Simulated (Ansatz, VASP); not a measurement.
## Two plane-wave programs on ZnSe

INCAR

```
ALGO = Normal
EDIFF = 1E-8
ENCUT = 520
GGA = PS
ISIF = 2
ISMEAR = -1
LASPH = T
LCHARG = F
LEFG = T
LREAL = F
LWAVE = F
NBANDS = 16
NELM = 60
PREC = Accurate
SIGMA = 0.03
```

The input KPOINTS:

```
k-points
0
Gamma
  8 8 8
```

Contents of POSCAR:

```
ZnSe
1.0
    0.0000000000      2.8338000000      2.8338000000
    2.8338000000      0.0000000000      2.8338000000
    2.8338000000      2.8338000000      0.0000000000
Zn Se
1 1
Direct
    0.0000000000      0.0000000000      0.0000000000
    0.7500000000      0.7500000000      0.7500000000
```

Input for Ansatz:

```yaml
crystal:
  lattice:
    - [0.0, 2.8338, 2.8338]
    - [2.8338, 0.0, 2.8338]
    - [2.8338, 2.8338, 0.0]
  atoms:
    - { symbol: Zn, position: [0.0, 0.0, 0.0] }
    - { symbol: Se, position: [0.75, 0.75, 0.75] }
kpoints:
  mp_grid: { grid: [8, 8, 8] }
  band_path:
    path:
      - [0.0, 0.0, 0.0]
      - [-0.5, -0.5, 0.0]
      - [-0.375, -0.375, 0.25]
      - [-0.375, 0.0, 0.375]
      - [0.0, 0.0, 0.0]
      - [0.0, 0.0, 0.5]
      - [-0.5, -0.25, 0.25]
      - [-0.5, -0.5, 0.0]
    npoints: 5
scf:
  occupations: { method: fermi_dirac, width: 0.03 }
hamiltonian:
  xc: pbesol
  pseudopotentials: { kind: paw }
output:
  forces: true
  stress: true
  eigenvalues: true
  efg: { contact_densities: true }
```

Alike in both runs: task electric field gradients; functional PBEsol; k mesh 8 × 8 × 8; occupations fermi-dirac, width 0.03 eV; no spin polarisation.

|  | VASP | Ansatz |
| --- | --- | --- |
| version | VASP 6.6.1 | Ansatz 0.2.0 |
| potentials or method | VASP PAW PBE potentials, release 64 (Zn, Se) | PAW with Ansatz's default frozen-core files, scalar-relativistic |
| plane-wave cutoff (eV) | 520 | 420 |
| valence electrons in the cell | 18 | 28 |

VASP gave:

* gap on the k mesh at the Fermi level (eV): 1.17
* pressure (GPa): -0.9

Estimate Ansatz's values.

gap on the k mesh at the Fermi level (eV): 1.17; pressure (GPa): -1.1.

VASP's potentials were made for PBE, not for PBEsol. The functional is the same, so the differences come from potentials, cutoffs and numerics. VASP's potentials hold 18 valence electrons a cell and Ansatz's 28, so a difference there can come from the potentials and not from the codes.
